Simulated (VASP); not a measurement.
## WC: single point with PBE

The system is WC.

```
W C
1.0
    -2.94846   -5.10688    0.00000
     4.32690   -2.49814    0.00000
     0.00000    0.00000    5.71003
W C
8 8
Cartesian
  -0.3079 -4.7953 0.0069
  -0.1817 -4.8729 2.7826
  -1.6321 -2.2883 -0.0255
  -1.7832 -2.3518 2.7392
  1.2037 -2.3634 0.1506
  1.2150 -2.3196 2.8737
  -0.2464 0.2485 0.0135
  -0.1509 0.2481 2.9036
  1.1182 -4.0165 1.4109
  1.2588 -4.0682 4.3737
  -0.0951 -1.4953 1.4438
  -0.2740 -1.3646 4.2573
  2.5548 -1.4709 1.4938
  2.8107 -1.4379 4.3079
  -1.5961 -4.0031 1.3666
  -1.5554 -3.9779 4.2178
```

```yaml
Program: VASP 6.6.1
Task: single point
Functional: PBE
Potentials_or_basis: VASP PAW PBE potentials, release 64 (W_sv, C)
Cutoff: 520 eV
k_mesh: 3 × 3 × 3
Occupations: fermi-dirac, width 0.17 eV
Spin: no spin polarisation
```

```yaml
Pressure: 7.9 GPa
Largest_force: 5.930 eV/Å
Band_gap_on_the_k_mesh: zero (bands 72 and 73 overlap by 0.06 eV)
```

Forces in eV/Å, atoms in the order of the input:
```
W    2.060 -2.713 -1.598
W   -2.113 -0.173  3.065
W   -0.246 -0.914 -0.049
W    4.033  0.658  3.307
W    1.014  1.605 -5.618
W    0.155  0.172  2.382
W    1.844 -0.479  0.613
W   -0.456 -0.680 -1.733
C    1.267  0.227 -0.025
C   -1.130  1.421 -1.591
C   -3.088  1.310  0.530
C    0.935 -1.630  0.479
C    2.348  0.346 -0.564
C   -2.407  0.521 -0.386
C   -2.444  0.282  0.984
C   -1.772  0.046  0.206
```

Stress tensor (GPa, compression positive):
```
12.18 -5.99 -0.91
-5.99  6.08 -1.29
-0.91 -1.29  5.57
```

Levels at points of the mesh, in eV from the Fermi level:
```csv
k point,band 68,band 69,band 70,band 71,band 72,band 73,band 74,band 75,band 76,band 77
"(0.00, 0.00, 0.00)",-0.73,-0.56,-0.47,-0.27,-0.11,0.30,0.84,0.95,1.79,2.08
```

It took 2.5 min on 1 thread of Intel(R) Xeon(R) 6975P-C (Granite Rapids), on a shared host, peak memory 0.34 GiB.

Caveat: the k points lie up to 0.42 Å⁻¹ apart; the atoms stand as in a frame of molecular dynamics; spin-orbit coupling is left out, which moves the levels of the heavy elements; forces of over 1 eV/Å act on the atoms, so gaps and moduli don't describe the material at rest.
